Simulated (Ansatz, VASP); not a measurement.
**SnO2: VASP beside Ansatz**

```xyz
6
Lattice="4.7598 0.0000 0.0000 0.0000 4.7601 0.0000 0.0000 0.0000 3.2007" Properties=species:S:1:pos:R:3 pbc="T T T"
Sn    2.3799    2.3800    1.6004
Sn    0.0000    0.0000    0.0000
O     1.4558    1.4564    0.0000
O     3.8358    0.9237    1.6004
O     0.9241    3.8364    1.6004
O     3.3040    3.3037    0.0000
```

Alike in both runs: functional r2SCAN; k mesh 6 × 6 × 8; occupations gaussian, width 0.02 eV; no spin polarisation.

Ansatz relaxed the structure, and its values are those at the end. VASP's run is a single point on that final structure, the one shown.

|  | VASP | Ansatz |
| --- | --- | --- |
| version | VASP 6.6.1 | Ansatz 0.2.0 |
| potentials or method | VASP PAW PBE potentials, release 64 (Sn_d, O), cutoff 520 eV | scalar-relativistic, plane waves, PAW |
| valence electrons in the cell | 52 | 52 |

|  | VASP | Ansatz | Ansatz less VASP |
| --- | --- | --- | --- |
| gap on the k mesh at the Fermi level (eV) | 1.79 | 1.77 | -0.026 |
| least direct gap on the mesh (eV) | 1.79 | 1.77 | -0.026 |
| pressure (GPa) | 1.1 | 0.0 | -1.09 |
| rms of the force components (eV/Å) | 0.013 | 0.000 | -0.0131 |

VASP's potentials were made for PBE, not for r2SCAN.
